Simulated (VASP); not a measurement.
# YI: single point with LDA

The system is YI.

```xyz
4
Lattice="3.9560 0.0000 0.0000 -1.9780 3.4260 0.0000 0.0000 0.0000 11.0795" Properties=species:S:1:pos:R:3 pbc="T T T"
Y     1.9780    1.1420    6.9438
Y     0.0000    2.2840    4.1357
I     0.0000    2.2840    9.0849
I     1.9780    1.1420    1.9946
```

```
Program             : VASP 6.6.1
Task                : single point
Functional          : LDA
Potentials or basis : VASP PAW LDA potentials, release 64 (Y_sv, I)
Cutoff              : 520 eV
k mesh              : 7 × 7 × 3
Occupations         : fermi-dirac, width 0.05 eV
Spin                : collinear spin
Starting moments    : [0.6, 0.6, 0.0, 0.0] μB
```

* Pressure: -3.1 GPa
* Largest force: 0.364 eV/Å
* Net moment: 0.87 μB per cell
* Site moments: Y +0.25; I +0.01 μB
* Valence electrons inside the program's atomic spheres: Y 9.36; I 4.33

Forces on the atoms (eV/Å):
```
Y    0.000  0.000  0.257
Y    0.000  0.000 -0.257
I    0.000  0.000 -0.364
I    0.000  0.000  0.364
```

Stress tensor (GPa, compression positive):
```
-3.17  0.00  0.00
 0.00 -3.17  0.00
 0.00  0.00 -3.02
```

Levels at points of the mesh, in eV from the Fermi level:
Spin up:
| k point | band 14 | band 15 | band 16 | band 17 | band 18 | band 19 | band 20 | band 21 | band 22 | band 23 |
| --- | --- | --- | --- | --- | --- | --- | --- | --- | --- | --- |
| (0.00, 0.00, 0.00) | -1.98 | -1.98 | -1.97 | -1.97 | -0.28 | 1.24 | 1.24 | 1.35 | 1.60 | 1.60 |
Spin down:
| k point | band 15 | band 16 | band 17 | band 18 | band 19 | band 20 |
| --- | --- | --- | --- | --- | --- | --- |
| (0.00, 0.00, 0.00) | -1.95 | -1.95 | -1.81 | -0.06 | 1.47 | 1.47 |

Run time: 3 min on 1 thread of AMD EPYC 7R43 64-Core Processor (Zen 3), on a shared host, peak memory 0.28 GiB.

Caveat: the cell stands under tension; a moment this small can come from the mesh or the smearing; spin-orbit coupling is left out, which moves the levels of the heavy elements.
